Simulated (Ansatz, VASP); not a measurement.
# MnHg: VASP beside Ansatz

INCAR

```
PREC = Accurate
ENCUT = 520
EDIFF = 1E-6
ISMEAR = -1
SIGMA = 0.1
LREAL = False
LASPH = True
NELM = 150
ALGO = Normal
ISIF = 2
LWAVE = False
LCHARG = True
ISPIN = 2
MAGMOM = 4 0
LORBIT = 11
LMAXMIX = 4
GGA = PE
LELF = True
LVHAR = True
NBANDS = 24
```

KPOINTS

```
Automatic mesh
0
Gamma
  10 10 10
```

File POSCAR:

```
MnHg
1.0
    3.5030327844      0.0000000000      0.0000000000
    0.0000000000      3.5030327844      0.0000000000
    0.0000000000      0.0000000000      3.5030327844
Mn Hg
1 1
Direct
    0.5000000000      0.5000000000      0.5000000000
    0.0000000000      0.0000000000      0.0000000000
```

Input for Ansatz:

```yaml
crystal:
  lattice:
    - [3.5030327844, 0.0, 0.0]
    - [0.0, 3.5030327844, 0.0]
    - [0.0, 0.0, 3.5030327844]
  atoms:
    - { symbol: Mn, position: [0.5, 0.5, 0.5], spin: 4.0 }
    - { symbol: Hg, position: [0.0, 0.0, 0.0] }
magnetization:
  spin_polarized: true
kpoints:
  mp_grid: { grid: [10, 10, 10] }
scf:
  occupations: { method: fermi_dirac, width: 0.1 }
  lower_state_search: "off"
hamiltonian:
  xc: pbe
  pseudopotentials: { kind: paw }
output:
  forces: true
  stress: true
  eigenvalues: true
  populations: true
```

Change from the starting cell: volume scaled by 1.18, PAW files.

Alike in both runs: task single point; functional PBE; k mesh 10 × 10 × 10; occupations fermi-dirac, width 0.1 eV; collinear spin.

|  | VASP | Ansatz |
| --- | --- | --- |
| version | VASP 6.6.1 | Ansatz 0.2.0 |
| potentials or method | VASP PAW PBE potentials, release 64 (Mn_pv, Hg) | PAW with Ansatz's default frozen-core files, scalar-relativistic |
| plane-wave cutoff (eV) | 520 | 420 |
| valence electrons in the cell | 25 | 35 |

```csv
,VASP,Ansatz,Ansatz less VASP
pressure (GPa),-7.6,-7.8,-0.16
net moment per atom (μB),2.09,2.10,+0.001
size of the moment on the site where the two differ most (μB),4.05,4.17,+0.117
```

Site moments also hang on the region over which each program counts them. VASP's potentials hold 25 valence electrons a cell and Ansatz's 35, so a difference there can come from the potentials and not from the codes.

Spin-orbit coupling is off throughout.
